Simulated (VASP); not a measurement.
Here is a VASP 6.6.1 calculation.

The input INCAR:

```
SYSTEM = C
  PREC = Accurate
  ENCUT = 520
  EDIFF = 1E-7
  ISMEAR = 0
  SIGMA = 0.1
  LREAL = .False.
  LASPH = .True.
  NELM = 80
  ALGO = Normal
  ISIF = 2
  LWAVE = .False.
  LCHARG = .False.
  LDIPOL = .True.
  IDIPOL = 3
  DIPOL = 0.5 0.5 0.500
  GGA = PE
  NBANDS = 26
```

Contents of KPOINTS:

```
regular mesh
0
Gamma
  15 15 1
  0 0 0
```

File POSCAR:

```
C
1.0
    2.4665844390      0.0000000000      0.0000000000
   -1.2332922195      2.1361247847      0.0000000000
    0.0000000000      0.0000000000     32.7365471759
C
8
Direct
    0.6666666667      0.3333333333      0.2291017425
    0.3333333333      0.6666666667      0.2291032635
    0.3333333333      0.6666666667      0.4331885245
    0.6666666667      0.3333333333      0.4331870035
    0.3333333333      0.6666666667      0.5668114755
    0.0000000000      0.0000000000      0.5668129965
    0.0000000000      0.0000000000      0.7708982575
    0.3333333333      0.6666666667      0.7708967365
```

Potentials or basis: VASP PAW PBE potentials, release 64 (C).

The run is started by

```sh
$ cat potpaw_PBE.64/C/POTCAR > POTCAR
$ mpirun -np 1 vasp_std > vasp.out
```

Estimate the band gap on the k mesh.

zero (filled and empty bands touch).
